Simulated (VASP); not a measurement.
# BAs (F-43m) in VASP: settings compared, part 2 of 2

VASP 6.6.1. The steps go on from the part before.

**4. G0W0 quasiparticle levels, PBE**

POSCAR

```
BAs
1.0
    0.0000000000      2.3918676044      2.3918676044
    2.3918676044      0.0000000000      2.3918676044
    2.3918676044      2.3918676044      0.0000000000
B As
1 1
Direct
    0.0000000000      0.0000000000      0.0000000000
    0.2500000000      0.2500000000      0.2500000000
```

INCAR.step1

```
SYSTEM = BAs
PREC     = Accurate       ! precision mode
ENCUT    = 500            ! plane-wave cutoff, eV
EDIFF    = 1E-8           ! SCF threshold, eV
ISMEAR   = 0              ! smearing method
SIGMA    = 0.01           ! smearing width, eV
LREAL    = .False.        ! projectors in reciprocal space
LASPH    = .True.         ! aspherical terms in the spheres
NELM     = 100            ! most SCF steps
ALGO     = Normal         ! electronic algorithm
LWAVE    = .True.         ! write WAVECAR
LCHARG   = .False.        ! write CHGCAR
GGA      = PE             ! functional
```

INCAR.step2

```
SYSTEM = BAs
PREC     = Accurate       ! precision mode
ENCUT    = 500            ! plane-wave cutoff, eV
EDIFF    = 1E-8           ! SCF threshold, eV
ISMEAR   = 0              ! smearing method
SIGMA    = 0.01           ! smearing width, eV
LREAL    = .False.        ! projectors in reciprocal space
LASPH    = .True.         ! aspherical terms in the spheres
NELM     = 1              ! most SCF steps
ALGO     = Exact          ! electronic algorithm
LWAVE    = .True.         ! write WAVECAR
LCHARG   = .False.        ! write CHGCAR
GGA      = PE             ! functional
NBANDS   = 106            ! bands
LOPTICS  = .True.         ! frequency-dependent dielectric function
ISTART   = 1
```

INCAR.step3

```
SYSTEM = BAs
PREC     = Accurate       ! precision mode
ENCUT    = 500            ! plane-wave cutoff, eV
EDIFF    = 1E-8           ! SCF threshold, eV
ISMEAR   = 0              ! smearing method
SIGMA    = 0.01           ! smearing width, eV
LREAL    = .False.        ! projectors in reciprocal space
LASPH    = .True.         ! aspherical terms in the spheres
ALGO     = EVGW0          ! electronic algorithm
LWAVE    = .False.        ! write WAVECAR
LCHARG   = .False.        ! write CHGCAR
GGA      = PE             ! functional
NELMGW   = 1            
NBANDS   = 106            ! bands
ENCUTGW  = 140.0          ! cutoff of the response function
NOMEGA   = 96             ! frequency points
PRECFOCK = Fast         
ISTART   = 1            
NBANDSGW = 12           
OMEGAMAX = 20
```

KPOINTS

```
regular mesh
0
Gamma
  4 4 4
  0 0 0
```

Potentials or basis: VASP PAW PBE potentials, release 64 (B_GW, As_GW).

Launch:

```sh
> cat potpaw_PBE.64/B_GW/POTCAR potpaw_PBE.64/As_GW/POTCAR > POTCAR
> cp INCAR.step1 INCAR
> mpirun -np 1 vasp_std > vasp.out
> cp INCAR.step2 INCAR
> mpirun -np 1 vasp_std > vasp.out
> cp INCAR.step3 INCAR
> mpirun -np 1 vasp_std > vasp.out
```

OUTCAR:

```text
SYSTEM = BAs
   PREC = Accurate
   ENCUT = 500
   EDIFF = 1E-8
   ISMEAR = 0
   LREAL = .False.
   LASPH = .True.
   GGA = PE
   NELMGW = 1
   ENCUTGW = 140.0
   PRECFOCK = Fast
   ISTART = 1

 ion  position               nearest neighbor table
   1  0.000  0.000  0.000-   2 2.07   2 2.07   2 2.07   2 2.07
   2  0.250  0.250  0.250-   1 2.07   1 2.07   1 2.07   1 2.07

  LATTYP: Found a face centered cubic cell.
 ALAT       =     4.7837352088

  Lattice vectors:

 A1 = (   0.0000000000,   2.3918676044,   2.3918676044)
 A2 = (   2.3918676044,   0.0000000000,   2.3918676044)
 A3 = (   2.3918676044,   2.3918676044,   0.0000000000)

Analysis of symmetry for initial positions (statically):
=====================================================================
 Subroutine PRICEL returns:
 Original cell was already a primitive cell.

 Routine SETGRP: Setting up the symmetry group for a
 face centered cubic supercell.

 Subroutine GETGRP returns: Found 24 space group operations
 (whereof 24 operations were pure point group operations)
 out of a pool of 48 trial point group operations.

The static configuration has the point symmetry T_d .

Analysis of symmetry for dynamics (positions and initial velocities):
=====================================================================
 Subroutine PRICEL returns:
 Original cell was already a primitive cell.

 Routine SETGRP: Setting up the symmetry group for a
 face centered cubic supercell.

 Subroutine GETGRP returns: Found 24 space group operations
[... 104 lines left out ...]
   IMIX   =      4    mixing-type and parameters
     AMIX     =   0.40;   BMIX     =  1.00
     AMIX_MAG =   1.60;   BMIX_MAG =  1.00
  volume/ion in A,a.u.               =      13.68        92.34
  Fermi-wavevector in a.u.,A,eV,Ry     =   1.086487  2.053162 16.061039  1.180453
  Thomas-Fermi vector in A             =   2.222624
   LORBIT       =      0    0 simple, 1 ext, 2 COOP (PROOUT), +10 PAW based schemes
   GGA     = PE    functional components
   LHFCALC =     T    Hartree Fock is set to
   PRECFOCK=fast      Normal, Fast or Accurate (Low or Medium for compatibility)
   ENCUT4O =  -1.0   cutoff for four orbital integrals eV
   NKREDX  =     1    reduce k-point grid by
   NKREDY  =     1    reduce k-point grid by
   NKREDZ  =     1    reduce k-point grid by
   AEXX    =    1.0000 exact exchange contribution
   HFSCREEN=    0.0000 screening length (either q_TF or 0.3 A-1)
   HFSCREENC=   0.0000 screening length for correlation (either q_TF or 0.3 A-1)
   ENCUTFOCK=  -1.0 apply spherical cutoff to Coloumb kernel
   IVDW    =     0    specifies the selected vdW correction
   LEPSILON=     F    determine dielectric tensor
   LRPA    =     F    only Hartree local field effects (RPA)
   LRPAFORCE           =     F    calculate RPA forces
   ENCUTGW             = 140.0    cutoff for response function in eV
   ENCUTGWSOFT         = 112.0    soft cutoff for Coulomb kernel in GW response function in eV
   ENCUTLF             =  -1.0    cutoff for local field effects
   NELMGW              =     1    number of iterations in solving QP/BSE equation
   NELMHF              =     1    number of iterations in the inner HF iteration
   NKREDLFX            =     1    NKREDLFY  =   1   NKREDLFZ  =   1
 non-spin polarized calculation
 Gauss-broadening in eV      SIGMA  =   0.01
  energy-cutoff  :      500.00
  volume of cell :       27.37
 maximum number of plane-waves:       725
 NGX is ok and might be reduce to    28
  NGX = 14; NGY = 14; NGZ = 14
   NGX = 13   NGY = 13   NGZ = 13
 maximum number of plane-waves:       113
 NGX is ok and might be reduce to    14

 QP shifts <psi_nk| G(iteration)W_0 |psi_nk>: iteration 1
 for sc-GW calculations column KS-energies equals QP-energies in previous step
 and V_xc(KS)=  KS-energies - (<T + V_ion + V_H > + <T+V_H+V_ion>^1  + <V_x>^1)

 k-point   1 :       0.0000    0.0000    0.0000
  band No.  KS-energies  QP-energies   sigma(KS)   V_xc(KS)     V^pw_x(r,r')   Z            occupation Imag(sigma)

      1      -9.2209      -9.9645     -12.6852     -11.6423     -19.5631       0.7130       2.0000       1.1700
      2       6.1567       5.6582     -13.2175     -12.5850     -14.2993       0.7881       2.0000       0.0228
      3       6.1567       5.6582     -13.2175     -12.5850     -14.2993       0.7881       2.0000       0.0228
      4       6.1567       5.6582     -13.2175     -12.5850     -14.2993       0.7881       2.0000       0.0228
      5       9.4107       9.7063     -10.9941     -11.3710      -6.5717       0.7844       0.0000      -0.0523
      6       9.4107       9.7063     -10.9941     -11.3710      -6.5717       0.7844       0.0000      -0.0523
      7       9.4107       9.7063     -10.9941     -11.3710      -6.5717       0.7844       0.0000      -0.0523
      8      10.7662      11.3254     -11.8685     -12.6047      -6.4650       0.7595       0.0000      -0.0837
      9      15.7008      15.6596      -8.9309      -8.8789      -3.0271       0.7912       0.0000      -0.2447
     10      19.0664      19.0654     -10.3950     -10.3938      -4.3558       0.7761       0.0000      -0.2934
     11      19.0664      19.0654     -10.3950     -10.3938      -4.3558       0.7761       0.0000      -0.2934
     12      20.4808      20.4811      -8.9962      -8.9965      -2.4883       0.7956       0.0000      -0.4431
[... 100 lines left out ...]
      1      -4.8906      -5.3854     -13.0188     -12.3501     -18.2583       0.7400       2.0000       0.5435
      2      -1.8948      -2.6693     -13.1714     -12.1052     -17.5213       0.7264       2.0000       0.2978
      3       0.6785      -0.0101     -12.0007     -11.0993     -14.6627       0.7638       2.0000       0.0946
      4       0.9729       0.2974     -12.0891     -11.1947     -14.6543       0.7553       2.0000       0.0832
      5      11.3921      11.5103     -10.4440     -10.5958      -5.3066       0.7788       0.0000      -0.0845
      6      12.0532      12.5680     -11.2957     -11.9739      -5.6431       0.7590       0.0000      -0.1087
      7      12.9332      12.9740      -9.9827     -10.0344      -4.8968       0.7910       0.0000      -0.1059
      8      13.1468      13.3948     -11.0653     -11.3886      -5.3601       0.7670       0.0000      -0.1448
      9      18.4022      18.6869     -11.4235     -11.8055      -4.2181       0.7453       0.0000      -0.4419
     10      21.6201      21.9050     -11.4014     -11.7769      -4.2006       0.7588       0.0000      -0.6877
     11      21.8025      21.8561     -10.4399     -10.5111      -3.3232       0.7538       0.0000      -0.5913
     12      24.9635      25.2090     -10.6353     -10.9589      -3.4309       0.7586       0.0000      -0.8710
```

OUTCAR.step1:

```text
SYSTEM = BAs
   PREC = Accurate
   ENCUT = 500
   EDIFF = 1E-8
   ISMEAR = 0
   LREAL = .False.
   LASPH = .True.
[... 290 lines left out ...]
      0.00000      0.00000      0.00000         0.000000      0.000000      0.000000
      1.19593      1.19593      1.19593        -0.000000     -0.000000     -0.000000
 -----------------------------------------------------------------------------------
    total drift:                               -0.000000     -0.000000     -0.000000

  FREE ENERGIE OF THE ION-ELECTRON SYSTEM (eV)
  ---------------------------------------------------
  free  energy   TOTEN  =       -11.2383118068 eV

  energy  without entropy=      -11.2383118068  energy(sigma->0) =      -11.23831181
```

It took 53 s on 1 thread of Intel Xeon Platinum 8488C (Sapphire Rapids), shared host; peak memory 0.26 GiB.

Results:

```
Quasiparticle gap                                   : 1.87 eV
Least direct quasiparticle gap                      : 4.05 eV
Band gap of the starting levels on the mesh         : 1.42 eV
Least direct gap of the starting levels on the mesh : 3.25 eV
```

Caveat: the k points lie up to 0.57 Å⁻¹ apart; bands, screening cutoff and mesh are small and nothing is extrapolated, so the quasiparticle values aren't converged.
